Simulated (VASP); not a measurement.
Wanted: the native input for a VASP 6.6.1 run.

- Task: single point
- Functional: PBEsol
- Dispersion: D3(BJ)
- Potentials or basis: VASP PAW PBE potentials, release 64 (Hf_pv)
- Cutoff: 520 eV
- k mesh: 5 × 5 × 5
- Occupations: gaussian, width 0.1 eV
- Spin: no spin polarisation
- Dipole correction: no
- Further INCAR settings: ALGO = Normal; EDIFF = 1e-06; NBANDS = 17

The structure of Hf lies in POSCAR:

```
Hf
1.0
    0.0000000000      3.0750000000      3.0750000000
    3.0750000000      0.0000000000      3.0750000000
    3.0750000000      3.0750000000      0.0000000000
Hf
2
Direct
    0.0000000000      0.0000000000      0.0000000000
    0.2500000000      0.2500000000      0.2500000000
```

One way to write it, as run:

INCAR

```
SYSTEM = Hf
ALGO = Normal ; EDIFF = 1E-6
ENCUT = 520 ; GGA = PS
ISIF = 2 ; ISMEAR = 0
IVDW = 12 ; LASPH = .True.
LCHARG = .False. ; LREAL = .False.
LWAVE = .False. ; NBANDS = 17
NELM = 100 ; PREC = Accurate
SIGMA = 0.1
```

KPOINTS

```
k-points
0
Gamma
  5 5 5
  0 0 0
```

Potentials or basis: VASP PAW PBE potentials, release 64 (Hf_pv).

Command:

```bash
$ cat potpaw_PBE.64/Hf_pv/POTCAR > POTCAR
$ mpirun -np 1 vasp_std > vasp.out
```

Results of the run:

```json
{"Pressure": "1.3 GPa", "Band gap on the k mesh": "zero (band 10 reaches 2.70 eV, above the bottom of band 11 at 2.27 eV)", "Dispersion energy per atom": "-0.391 eV"}
```

Caveat: three body term missing; the PAW data sets were made with another functional, which shifts forces and pressure a little; spin-orbit coupling is left out, which moves the levels of the heavy elements; pairwise dispersion overbinds metals, which lowers pressure and volume.

Run time: 4.7 s on 1 thread of Intel(R) Xeon(R) 6975P-C (Granite Rapids), with other jobs on the host, peak memory 0.18 GiB.
